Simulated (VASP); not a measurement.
## Ga2GeSe2: single point with PBE

Ga2GeSe2:

```
CELL_PARAMETERS angstrom
3.70746 0.00000 0.00000
-1.85373 3.21075 0.00000
0.00000 0.00000 9.85499
ATOMIC_POSITIONS crystal
Ga 0.33333 0.66667 0.19630
Ga 0.66667 0.33333 0.80370
Ge 0.00000 0.00000 0.00000
Se 0.33333 0.66667 0.67209
Se 0.66667 0.33333 0.32791
```

```yaml
Program: VASP 6.6.1
Task: single point
Functional: PBE
Potentials_or_basis: VASP PAW PBE potentials, release 64 (Ga_d, Ge_d, Se)
Cutoff: 520 eV
k_mesh: 12 × 12 × 4
Occupations: gaussian, width 0.1 eV
Spin: no spin polarisation
```

The pressure is 0.1 GPa. The largest force is 0.026 eV/Å and the band gap on the k mesh is zero (bands 26 and 27 overlap by 2.68 eV).

Forces on the atoms (eV/Å):
```
Ga   0.000  0.000 -0.019
Ga   0.000  0.000  0.019
Ge   0.000  0.000  0.000
Se   0.000  0.000 -0.026
Se   0.000  0.000  0.026
```

Levels at points of the mesh, in eV from the Fermi level:
```tsv
k point	band 23	band 24	band 25	band 26	band 27	band 28	band 29	band 30
(0.00, 0.00, 0.00)	-0.62	-0.62	-0.17	1.24	2.51	2.51	2.89	4.44
(0.50, 0.00, 0.00)	-2.21	-2.14	-1.93	-0.50	-0.41	1.20	2.16	3.66
(0.00, 0.00, 0.50)	-0.71	-0.64	-0.64	2.26	2.51	2.51	2.72	4.35
(0.50, 0.00, 0.50)	-2.38	-2.09	-2.07	-0.05	0.16	1.26	1.74	3.54
```

Run time: 7.3 min on 1 thread of Intel Xeon 8259CL, on a shared host, peak memory 0.42 GiB.

Caveat: this functional lacks dispersion, which binds layers or chains, so the pressure and a relaxed spacing across them are unreliable.
